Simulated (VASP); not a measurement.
Wanted: the native input for a VASP 6.6.1 run.

- Task: single point
- Functional: LDA
- Potentials or basis: VASP PAW LDA potentials, release 64 (Be)
- Cutoff: 520 eV
- k mesh: 10 × 10 × 10
- Occupations: fermi-dirac, width 0.136057 eV
- Spin: no spin polarisation
- Dipole correction: no
- Further INCAR settings: ALGO = Normal; EDIFF = 1e-06; NBANDS = 9

The structure of Be lies in POSCAR:

```
Be
1.0
    0.0000000000      2.4154101011      2.4154101011
    2.4154101011      0.0000000000      2.4154101011
    2.4154101011      2.4154101011      0.0000000000
Be
2
Direct
    0.0000000000      0.0000000000      0.0000000000
    0.2500000000      0.2500000000      0.2500000000
```

One way to write it, as run:

INCAR

```
SYSTEM = Be
PREC = Accurate ; ENCUT = 520
EDIFF = 1E-6 ; ISMEAR = -1
SIGMA = 0.13605693000000002 ; LREAL = .FALSE.
LASPH = .TRUE. ; NELM = 80
ALGO = Normal ; ISIF = 2
LWAVE = .FALSE. ; LCHARG = .TRUE.
GGA = CA ; LELF = .TRUE.
LVHAR = .TRUE. ; NBANDS = 9
```

KPOINTS

```
Automatic mesh
0
G
  10 10 10
  0 0 0
```

Potentials or basis: VASP PAW LDA potentials, release 64 (Be).

Command:

```bash
$ cat potpaw_LDA.64/Be/POTCAR > POTCAR
$ mpirun -np 1 vasp_std > vasp.out
```

It gave:

* Pressure: 0.1 GPa
* Band gap on the k mesh: zero (band 2 reaches 6.64 eV, above the bottom of band 3 at 0.45 eV)

It took 7 s on 1 thread of Intel(R) Xeon(R) 6975P-C (Granite Rapids), on a shared host, peak memory 0.12 GiB.
